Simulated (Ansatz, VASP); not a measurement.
One calculation of WSe2, two programs

File INCAR:

```
SYSTEM = WSe2
ALGO = Normal ; EDIFF = 1E-6
ENCUT = 520 ; GGA = PS
ISIF = 2 ; ISMEAR = 0
LASPH = .TRUE. ; LCHARG = .FALSE.
LREAL = .FALSE. ; LWAVE = .FALSE.
NBANDS = 35 ; NELM = 100
PREC = Accurate ; SIGMA = 0.05
```

File KPOINTS:

```
k-points
0
G
  9 9 2
  0 0 0
```

POSCAR

```
WSe2
1.0
   -3.2711504052      0.0000000000      0.0000000000
   -1.6355752026     -2.8328993505      0.0000000000
   -4.0887744490     -2.3606550288     13.2206689562
W Se
2 4
Direct
   -0.1360645567     -0.1360645567      0.5633000000
    0.6139187767      0.6139187767      0.0633000000
   -0.4472072614     -0.4472072614      0.9366861811
    0.3027760720      0.3027760720      0.4366861811
    0.1750781480      0.1750781480      0.1899138189
    0.0917614814      0.0917614814      0.6899138189
```

Input for Ansatz:

```yaml
crystal:
  lattice:
    - [-3.2711504052, 0.0, 0.0]
    - [-1.6355752026, -2.8328993505, 0.0]
    - [-4.088774449, -2.3606550288, 13.2206689562]
  atoms:
    - { symbol: W, position: [-0.1360645567, -0.1360645567, 0.5633] }
    - { symbol: W, position: [0.6139187767, 0.6139187767, 0.0633] }
    - { symbol: Se, position: [-0.4472072614, -0.4472072614, 0.9366861811] }
    - { symbol: Se, position: [0.302776072, 0.302776072, 0.4366861811] }
    - { symbol: Se, position: [0.175078148, 0.175078148, 0.1899138189] }
    - { symbol: Se, position: [0.0917614814, 0.0917614814, 0.6899138189] }
basis:
  ecutwfc: 420
kpoints:
  mp_grid: { grid: [9, 9, 2] }
hamiltonian:
  xc: pbesol
scf:
  occupations: { method: gaussian, width: 0.05 }
output:
  forces: true
  stress: true
  eigenvalues: true
```

Alike in both runs: task single point; functional PBEsol; k mesh 9 × 9 × 2; occupations gaussian, width 0.05 eV; no spin polarisation.

|  | VASP | Ansatz |
| --- | --- | --- |
| version | VASP 6.6.1 | Ansatz 0.2.0 |
| potentials or method | VASP PAW PBE potentials, release 64 (W_sv, Se), cutoff 520 eV | scalar-relativistic, plane waves, PAW |
| valence electrons in the cell | 52 | 92 |

|  | VASP | Ansatz | Ansatz less VASP |
| --- | --- | --- | --- |
| gap on the k mesh at the Fermi level (eV) | 0.22 | 0.22 | -0.002 |
| least direct gap on the mesh (eV) | 0.63 | 0.63 | -0.003 |
| pressure (GPa) | 16.5 | 16.0 | -0.55 |
| traceless stress, the component that is largest in VASP (GPa) | 20.28 | 19.99 | -0.286 |
| rms of the force components (eV/Å) | 6.130 | 6.068 | -0.0619 |

VASP's potentials were made for PBE, not for PBEsol. Atom by atom the forces differ by 0.068 eV/Å (rms over components). The functional is the same, so the differences come from potentials, cutoffs and numerics. VASP's potentials hold 52 valence electrons a cell and Ansatz's 92, so a difference there can come from the potentials and not from the codes.

Spin-orbit coupling is off throughout.
